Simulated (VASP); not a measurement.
# Ba (Fd-3m) in VASP: a series of runs, part 3 of 3

VASP 6.6.1. Earlier steps stand in the parts before.

## (4) Single point, r2SCAN (50.17 Å³/atom)

This run uses another cell than the first one, of 50.17 Å³/atom.

File POSCAR:

```
Ba
1.0
    0.0000000000      3.6881144753      3.6881144753
    3.6881144753      0.0000000000      3.6881144753
    3.6881144753      3.6881144753      0.0000000000
Ba
2
Direct
    0.1250000000      0.1250000000      0.1250000000
    0.8750000000      0.8750000000      0.8750000000
```

File INCAR.step1:

```
SYSTEM = Ba
  ALGO = Normal
  EDIFF = 1E-4
  ENCUT = 520
  GGA = PE
  ISMEAR = -1
  LASPH = .True.
  LCHARG = .False.
  LREAL = .False.
  LWAVE = .True.
  NBANDS = 17
  NELM = 60
  PREC = Accurate
  SIGMA = 0.1
```

File INCAR.step2:

```
SYSTEM = Ba
  ALGO = Normal
  EDIFF = 1E-6
  ENCUT = 520
  ISIF = 2
  ISMEAR = -1
  ISTART = 1
  LASPH = .True.
  LCHARG = .False.
  LMIXTAU = .True.
  LREAL = .False.
  LWAVE = .False.
  METAGGA = R2SCAN
  NBANDS = 17
  NELM = 60
  PREC = Accurate
  SIGMA = 0.1
```

File KPOINTS:

```
k-points
0
Gamma
  8 8 8
  0 0 0
```

Potentials or basis: VASP PAW PBE potentials, release 64 (Ba_sv).

The run is started by

```sh
$ cat potpaw_PBE.64/Ba_sv/POTCAR > POTCAR
$ cp INCAR.step1 INCAR
$ mpirun -np 1 vasp_std > vasp.out
$ cp INCAR.step2 INCAR
$ mpirun -np 1 vasp_std > vasp.out
```

OUTCAR:

```text
SYSTEM = Ba
   EDIFF = 1E-6
   ENCUT = 520
   ISIF = 2
   ISMEAR = -1
   ISTART = 1
   LASPH = .True.
   LREAL = .False.
   METAGGA = R2SCAN
   NELM = 60
   PREC = Accurate

 ion  position               nearest neighbor table
   1  0.125  0.125  0.125-   2 3.19   2 3.19   2 3.19   2 3.19
   2  0.875  0.875  0.875-   1 3.19   1 3.19   1 3.19   1 3.19

  LATTYP: Found a face centered cubic cell.
 ALAT       =     7.3762289506

  Lattice vectors:

 A1 = (   0.0000000000,   3.6881144753,   3.6881144753)
 A2 = (   3.6881144753,   0.0000000000,   3.6881144753)
 A3 = (   3.6881144753,   3.6881144753,   0.0000000000)

Analysis of symmetry for initial positions (statically):
=====================================================================
 Subroutine PRICEL returns:
 Original cell was already a primitive cell.

 Routine SETGRP: Setting up the symmetry group for a
 face centered cubic supercell.

 Subroutine GETGRP returns: Found 48 space group operations
 (whereof 12 operations were pure point group operations)
 out of a pool of 48 trial point group operations.

The static configuration has the point symmetry D_3d.
 The point group associated with its full space group is O_h .

Analysis of symmetry for dynamics (positions and initial velocities):
=====================================================================
 Subroutine PRICEL returns:
 Original cell was already a primitive cell.

 Routine SETGRP: Setting up the symmetry group for a
 face centered cubic supercell.

 Subroutine GETGRP returns: Found 48 space group operations
 (whereof 12 operations were pure point group operations)
 out of a pool of 48 trial point group operations.

The dynamic configuration has the point symmetry D_3d.
 The point group associated with its full space group is O_h .

 Subroutine INISYM returns: Found 48 space group operations
 (whereof 12 operations are pure point group operations),
 and found     1 'primitive' translations

----------------------------------------------------------------------------------------

                                     Primitive cell

  volume of cell :     100.3329

  direct lattice vectors                    reciprocal lattice vectors
     0.000000000  3.688114475  3.688114475    -0.135570629  0.135570629  0.135570629
     3.688114475  0.000000000  3.688114475     0.135570629 -0.135570629  0.135570629
     3.688114475  3.688114475  0.000000000     0.135570629  0.135570629 -0.135570629

  length of vectors
     5.215781511  5.215781511  5.215781511     0.234815218  0.234815218  0.234815218

  position of ions in fractional coordinates (direct lattice)
     0.125000000  0.125000000  0.125000000
     0.875000000  0.875000000  0.875000000

  ion indices of the primitive-cell ions
   primitive index   ion index
                 1           1
                 2           2

----------------------------------------------------------------------------------------

 KPOINTS: k-points

Automatic generation of k-mesh.
 Grid dimensions read from file:
 generate k-points for:    8    8    8

 Generating k-lattice:

  Cartesian coordinates                     Fractional coordinates (reciprocal lattice)
    -0.016946329  0.016946329  0.016946329     0.125000000  0.000000000  0.000000000
     0.016946329 -0.016946329  0.016946329     0.000000000  0.125000000  0.000000000
     0.016946329  0.016946329 -0.016946329     0.000000000  0.000000000  0.125000000

  Length of vectors
     0.029351902  0.029351902  0.029351902

  Shift w.r.t. Gamma in fractional coordinates (k-lattice)
     0.000000000  0.000000000  0.000000000

 Subroutine IBZKPT returns following result:
 ===========================================

 Found     29 irreducible k-points:

 Following reciprocal coordinates:
            Coordinates               Weight
  0.000000  0.000000  0.000000      1.000000
  0.125000  0.000000  0.000000      8.000000
  0.250000  0.000000  0.000000      8.000000
  0.375000  0.000000  0.000000      8.000000
  0.500000  0.000000  0.000000      4.000000
  0.125000  0.125000  0.000000      6.000000
[... 16 lines left out ...]
  0.500000  0.250000  0.125000     48.000000
 -0.375000  0.250000  0.125000     24.000000
 [... further k-points ...]
   k-points           NKPTS =     29   k-points in BZ     NKDIM =     29   number of bands    NBANDS=     17
   number of dos      NEDOS =    301   number of ions     NIONS =      2
   total plane-waves  NPLWV =  64000
   dimension x,y,z NGX =    40 NGY =   40 NGZ =   40
   dimension x,y,z NGXF=    80 NGYF=   80 NGZF=   80
   ions per type =               2
   NGX,Y,Z   is equivalent  to a cutoff of  12.75, 12.75, 12.75 a.u.
   NGXF,Y,Z  is equivalent  to a cutoff of  25.50, 25.50, 25.50 a.u.
 SYSTEM =  Ba
   PREC   = accura    normal or accurate (medium, high low for compatibility)
   ISTART =      1    job   : 0-new  1-cont  2-samecut
   ICHARG =      0    charge: 1-file 2-atom 10-const
   ISPIN  =      1    spin polarized calculation?
   LNONCOLLINEAR =      F non collinear calculations
   LSORBIT =      F    spin-orbit coupling
   LASPH  =      T    aspherical Exc in radial PAW
   ENCUT  =  520.0 eV  38.22 Ry    6.18 a.u.   9.70  9.70  9.70*2*pi/ulx,y,z
   NELM   =     60;   NELMIN=  2; NELMDL=  0     # of ELM steps
   EDIFF  = 0.1E-05   stopping-criterion for ELM
   LREAL  =      F    real-space projection
   EDIFFG = 0.1E-04   stopping-criterion for IOM
   NSW    =      0    number of steps for IOM
   IBRION =     -1    ionic relax: 0-MD 1-quasi-New 2-CG
   NFREE  =      0    steps in history (QN), initial steepest desc. (CG)
   ISIF   =      2    stress and relaxation
   ISYM   =      2    0-nonsym 1-usesym 2-fastsym
   POTIM  = 0.5000    time-step for ionic-motion
   TEBEG  =    0.0;   TEEND  =   0.0 temperature during run
   PSTRESS=    0.0 pullay stress
   NELECT =      20.0000    total number of electrons
   NUPDOWN=      -1.0000    fix difference up-down
   EMIN   =  10.00;   EMAX   =-10.00  energy-range for DOS
   EFERMI =   0.00;   METHOD = LEGACY
   ISMEAR =    -1;   SIGMA  =   0.10  broadening in eV -4-tet -1-fermi 0-gaus
   EFERMI_NEDOS =   21; number of points for ismear=-14 and -15
   IALGO  =     38    algorithm
   IMIX   =      4    mixing-type and parameters
     AMIX     =   0.40;   BMIX     =  1.00
     AMIX_MAG =   1.60;   BMIX_MAG =  1.00
  volume/ion in A,a.u.               =      50.17       338.54
  Fermi-wavevector in a.u.,A,eV,Ry     =   0.956321  1.807185 12.443211  0.914550
  Thomas-Fermi vector in A             =   2.085239
   LORBIT       =      0    0 simple, 1 ext, 2 COOP (PROOUT), +10 PAW based schemes
   METAGGA = R2SCAN    functional components
   LHFCALC =     F    Hartree Fock is set to
   AEXX    =    0.0000 exact exchange contribution
   IVDW    =     0    specifies the selected vdW correction
   LEPSILON=     F    determine dielectric tensor
   LRPA    =     F    only Hartree local field effects (RPA)
 non-spin polarized calculation
  energy-cutoff  :      520.00
  volume of cell :      100.33
 maximum number of plane-waves:      2733
   NGX = 19   NGY = 19   NGZ = 19

 number of electron      20.0000001 magnetization

 Free energy of the ion-electron system (eV)
  ---------------------------------------------------
  ext. energy  EPLUGINS =         0.00000000
  ---------------------------------------------------
  free energy    TOTEN  =       -51.01038333 eV

  energy without entropy =      -50.94983683  energy(sigma->0) =      -50.98011008

 E-fermi :   2.2496     XC(G=0):  -8.5237

 val. band max:        2.2463292989   @ k =  -0.2500   0.2500   0.0000
 cond. band min:       2.2803580491   @ k =  -0.3750   0.1250   0.0000
 fundamental gap:      0.0340287502
 Fermi energy:         2.2496145718

 k-point     1 :       0.0000    0.0000    0.0000
  band No.  band energies     occupation
      1     -28.3077      2.00000
      2     -27.2533      2.00000
      3     -13.4854      2.00000
      4     -13.4854      2.00000
      5     -13.4854      2.00000
      6     -11.9665      2.00000
[... 9 lines left out ...]
     16       5.8956      0.00000
     17       5.8956      0.00000
[... 441 lines left out ...]
 k-point    24 :      -0.3750    0.2500    0.1250
  band No.  band energies     occupation
      1     -27.9877      2.00000
      2     -27.6171      2.00000
      3     -13.8926      2.00000
      4     -13.7640      2.00000
      5     -13.1604      2.00000
      6     -12.2076      2.00000
[... 9 lines left out ...]
     16       5.8595      0.00000
     17       6.3666      0.00000

 [... further k-points ...]

------------------------ aborting loop because EDIFF is reached ----------------------------------------

  FORCE on cell =-STRESS in cart. coord.  units (eV):
  Direction    XX          YY          ZZ          XY          YZ          ZX
  --------------------------------------------------------------------------------------
  -------------------------------------------------------------------------------------
  Total        1.2902975      1.2902975      1.2902975      0.0000000      0.0000000     -0.0000000
  in kB       20.6042717     20.6042717     20.6042717      0.0000000      0.0000000     -0.0000000
  external PRESSURE =      20.6042717 kB  Pullay stress =       0.0000000 kB

 VOLUME and BASIS-vectors are now :
 -----------------------------------------------------------------------------
  energy-cutoff  :      520.00
  volume of cell :      100.33
      direct lattice vectors                 reciprocal lattice vectors
     0.000000000  3.688114475  3.688114475    -0.135570629  0.135570629  0.135570629
     3.688114475  0.000000000  3.688114475     0.135570629 -0.135570629  0.135570629
     3.688114475  3.688114475  0.000000000     0.135570629  0.135570629 -0.135570629

 POSITION                                       TOTAL-FORCE (eV/Angst)
 -----------------------------------------------------------------------------------
      0.92203      0.92203      0.92203         0.000000      0.000000      0.000000
      6.45420      6.45420      6.45420        -0.000000     -0.000000     -0.000000
 -----------------------------------------------------------------------------------
    total drift:                                0.000000      0.000000     -0.000000

  FREE ENERGIE OF THE ION-ELECTRON SYSTEM (eV)
  ---------------------------------------------------
  free  energy   TOTEN  =       -51.0103833343 eV

  energy  without entropy=      -50.9498368314  energy(sigma->0) =      -50.98011008
```

Wall time 4.2 min (1 thread of Intel Xeon Platinum 8259CL at 2.50GHz (Skylake/Cascade Lake), shared host); peak memory 0.27 GiB.

What came out:

```
Free energy            : -51.0104 eV
Pressure               : 2.1 GPa
Band gap on the k mesh : zero (bands 10 and 11 overlap by 0.20 eV)
```

Levels at points of the mesh, in eV from the Fermi level:
```tsv
k point	band 7	band 8	band 9	band 10	band 11	band 12	band 13	band 14
(0.00, 0.00, 0.00)	-14.22	-14.22	-2.16	0.19	0.19	1.62	1.62	1.62
(0.50, 0.00, 0.00)	-13.95	-13.95	-0.35	0.11	0.27	0.27	1.22	1.22
(0.50, 0.50, 0.00)	-13.67	-13.67	-0.92	-0.92	1.24	1.24	2.61	2.61
```

Caveat: the PAW data sets were made with another functional, which shifts forces and pressure a little; spin-orbit coupling is left out, which moves the levels of the heavy elements.

## (5) The runs side by side

```csv
cell,k mesh,gap on the mesh (eV),pressure (GPa)
"a = 5.363 Å, angles 60.0°, 2 atoms",6 × 6 × 6,none,0.5
"a = 5.139 Å, angles 60.0°, 2 atoms",8 × 8 × 8,none,3.3
"a = 5.216 Å, angles 60.0°, 2 atoms",8 × 8 × 8,none,2.1
```

Alike in all rows: task single point; level r2SCAN; potentials or basis VASP PAW PBE potentials, release 64 (Ba_sv); no spin polarisation; cutoff (eV) 520; smearing fermi-dirac 0.1 eV.

Caveats: the PAW data sets were made with another functional, which shifts forces and pressure a little; spin-orbit coupling is left out, which moves the levels of the heavy elements; the cell stands under pressure (at least some runs).

Total energies depend on the potentials used, so only differences within one code and one set of settings carry meaning.
